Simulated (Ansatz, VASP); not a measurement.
# One calculation of C, two programs

Contents of INCAR:

```
ALGO = Normal ; EDIFF = 1E-7
EDIFFG = -0.01 ; ENCUT = 600
GGA = VW ; IBRION = 2
ISIF = 3 ; ISMEAR = -1
LASPH = T ; LCHARG = F
LREAL = F ; LWAVE = F
NELM = 100 ; NSW = 60
PREC = Accurate ; SIGMA = 0.05
```

KPOINTS

```
k-points
0
Gamma
  12 12 4
```

Contents of POSCAR:

```
C
1.0
    2.5221000000      0.0000000000      0.0000000000
   -1.2610500000      2.1842026709      0.0000000000
    0.0000000000      0.0000000000      8.2371000000
C
8
Direct
    0.6666666667      0.3333333333      0.8437500000
    0.3333333333      0.6666666667      0.3437500000
    0.6666666667      0.3333333333      0.6562500000
    0.3333333333      0.6666666667      0.1562500000
    0.0000000000      0.0000000000      0.9062500000
    0.0000000000      0.0000000000      0.4062500000
    0.0000000000      0.0000000000      0.5937500000
    0.0000000000      0.0000000000      0.0937500000
```

Contents of input.yaml:

```yaml
crystal:
  lattice:
    - [2.5221, 0.0, 0.0]
    - [-1.26105, 2.1842026709, 0.0]
    - [0.0, 0.0, 8.2371]
  atoms:
    - { symbol: C, position: [0.6666666667, 0.3333333333, 0.84375] }
    - { symbol: C, position: [0.3333333333, 0.6666666667, 0.34375] }
    - { symbol: C, position: [0.6666666667, 0.3333333333, 0.65625] }
    - { symbol: C, position: [0.3333333333, 0.6666666667, 0.15625] }
    - { symbol: C, position: [0.0, 0.0, 0.90625] }
    - { symbol: C, position: [0.0, 0.0, 0.40625] }
    - { symbol: C, position: [0.0, 0.0, 0.59375] }
    - { symbol: C, position: [0.0, 0.0, 0.09375] }
hamiltonian:
  xc: { exchange: slater, correlation: vwn5 }
  pseudopotentials: { kind: paw }
kpoints:
  mp_grid: { grid: [12, 12, 4] }
scf:
  occupations: { method: fermi_dirac, width: 0.05 }
output:
  forces: true
  stress: true
relax:
  f_tol: 0.01
  max_steps: 40
  cell: { stress_tol: 0.05 }
```

Alike in both runs: task relaxation of cell and atoms; functional SVWN5; k mesh 12 × 12 × 4; occupations fermi-dirac, width 0.05 eV; no spin polarisation.

```csv
,VASP,Ansatz
version,VASP 6.6.1,Ansatz 0.2.0
potentials or method,"VASP PAW PBE potentials, release 64 (C)",Ansatz PAW
plane-wave cutoff (eV),600,420
valence electrons in the cell,32,32
```

VASP gave:

```
relaxed volume (Å³/atom)                                     : 5.52
relaxed cell length with the largest relative difference (Å) : 2.491
```

Task: Estimate Ansatz's values.

Result: Relaxed volume (Å³/atom): 5.51; relaxed cell length with the largest relative difference (Å): 2.489.

VASP's potentials were made for PBE, not for SVWN5.

Noted on Ansatz's run: Pulay correction over one GPa; the plane-wave basis is chosen anew once the cell has moved, so the energies of steps on either side of that aren't comparable.
